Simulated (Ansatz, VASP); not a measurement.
**One calculation of TiO2, two programs**

The input INCAR:

```
PREC     = Accurate       # precision mode
ENCUT    = 520            # plane-wave cutoff, eV
EDIFF    = 1E-6           # SCF threshold, eV
ISMEAR   = 0              # smearing method
SIGMA    = 0.05           # smearing width, eV
LREAL    = F              # projectors in reciprocal space
LASPH    = T              # aspherical terms in the spheres
NELM     = 150            # most SCF steps
ALGO     = Normal         # electronic algorithm
ISIF     = 2              # what is computed and relaxed
LWAVE    = F              # write WAVECAR
LCHARG   = F              # write CHGCAR
LMAXMIX  = 4              # l up to which the mixer works
LDAU     = T              # DFT+U
LDAUTYPE = 2            
LDAUL    = 2 -1           # shell
LDAUU    = 4 0            # U, eV
LDAUJ    = 0 0          
LDAUPRINT= 1            
GGA      = PE             # functional
NBANDS   = 33             # bands
```

File KPOINTS:

```
Automatic mesh
0
Gamma
  6 6 6
```

File POSCAR:

```
TiO2
1.0
    2.6553285366     -2.6554023247     -0.0198141649
    2.6553285366      2.6554023247     -0.0198141649
   -2.6193061034      0.0000000000      4.8299503602
Ti O
2 4
Direct
    0.1250069486      0.8749930514      0.2500000000
    0.8749930514      0.1250069486      0.7500000000
    0.3394254028      0.0894486781      0.6788605275
    0.6605745972      0.9105513219      0.3211394725
    0.9105513219      0.6605745972      0.8211394725
    0.0894486781      0.3394254028      0.1788605275
```

Input for Ansatz:

```yaml
crystal:
  lattice:
    - [2.6553285366, -2.6554023247, -0.0198141649]
    - [2.6553285366, 2.6554023247, -0.0198141649]
    - [-2.6193061034, 0.0, 4.8299503602]
  atoms:
    - { symbol: Ti, position: [0.1250069486, 0.8749930514, 0.25] }
    - { symbol: Ti, position: [0.8749930514, 0.1250069486, 0.75] }
    - { symbol: O, position: [0.3394254028, 0.0894486781, 0.6788605275] }
    - { symbol: O, position: [0.6605745972, 0.9105513219, 0.3211394725] }
    - { symbol: O, position: [0.9105513219, 0.6605745972, 0.8211394725] }
    - { symbol: O, position: [0.0894486781, 0.3394254028, 0.1788605275] }
basis:
  ecutwfc: 520.0
kpoints:
  mp_grid: { grid: [6, 6, 6] }
hamiltonian:
  xc: pbe
  pseudopotentials: { kind: paw, azcp: { folder: soft_1 } }
  hubbard: { sites: [{ species: Ti, l: d, u_eff: 4.0 }] }
scf:
  occupations: { method: gaussian, width: 0.05 }
output:
  forces: true
  stress: true
  eigenvalues: true
  write_density: true
  write_potential: true
  elf: true
  volumetric_format: npy
```

Alike in both runs: task single point; functional PBE; k mesh 6 × 6 × 6; occupations gaussian, width 0.05 eV; no spin polarisation; Hubbard terms Ti d U = 4.0 eV.

|  | VASP | Ansatz |
| --- | --- | --- |
| version | VASP 6.6.1 | Ansatz 0.2.0 |
| potentials or method | VASP PAW PBE potentials, release 64 (Ti_sv, O), cutoff 520 eV | scalar-relativistic, plane waves, PAW |
| valence electrons in the cell | 48 | 48 |

Ansatz gave:

```
gap on the k mesh at the Fermi level (eV)                     : 2.41
least direct gap on the mesh (eV)                             : 2.95
pressure (GPa)                                                : 7.4
traceless stress, the component that is largest in VASP (GPa) : -9.62
rms of the force components (eV/Å)                            : 0.446
```

Question: What did VASP give for the same quantities?

Answer: gap on the k mesh at the Fermi level (eV): 2.47; least direct gap on the mesh (eV): 3.03; pressure (GPa): 12.1; traceless stress, the component that is largest in VASP (GPa): -11.42; rms of the force components (eV/Å): 0.395.

The programs project onto different local orbitals, so the same U acts differently, and such runs can settle in different states. Atom by atom the forces differ by 0.051 eV/Å (rms over components).
